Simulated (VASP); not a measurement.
Input of a VASP 6.6.1 run:

File INCAR:

```
SYSTEM = Sr
PREC = Accurate
ENCUT = 520
EDIFF = 1E-7
ISMEAR = -1
SIGMA = 0.05
LREAL = .False.
LASPH = .True.
NELM = 80
ALGO = Normal
ISIF = 2
LWAVE = .False.
LCHARG = .False.
GGA = PE
NBANDS = 11
```

Contents of KPOINTS:

```
Automatic mesh
0
Gamma
  8 8 8
  0 0 0
```

POSCAR

```
Sr
1.0
   -2.4511262978      2.4511262978      2.4511262978
    2.4511262978     -2.4511262978      2.4511262978
    2.4511262978      2.4511262978     -2.4511262978
Sr
1
Direct
    0.0000000000      0.0000000000      0.0000000000
```

Potentials or basis: VASP PAW PBE potentials, release 64 (Sr_sv).

Launch:

```console
$ cat potpaw_PBE.64/Sr_sv/POTCAR > POTCAR
$ mpirun -np 1 vasp_std > vasp.out
```

Q: What does it give for the pressure?

A: -0.9 GPa.

Q: Estimate the band gap on the k mesh.

A: Zero (band 5 reaches 1.69 eV, above the bottom of band 6 at 1.31 eV).
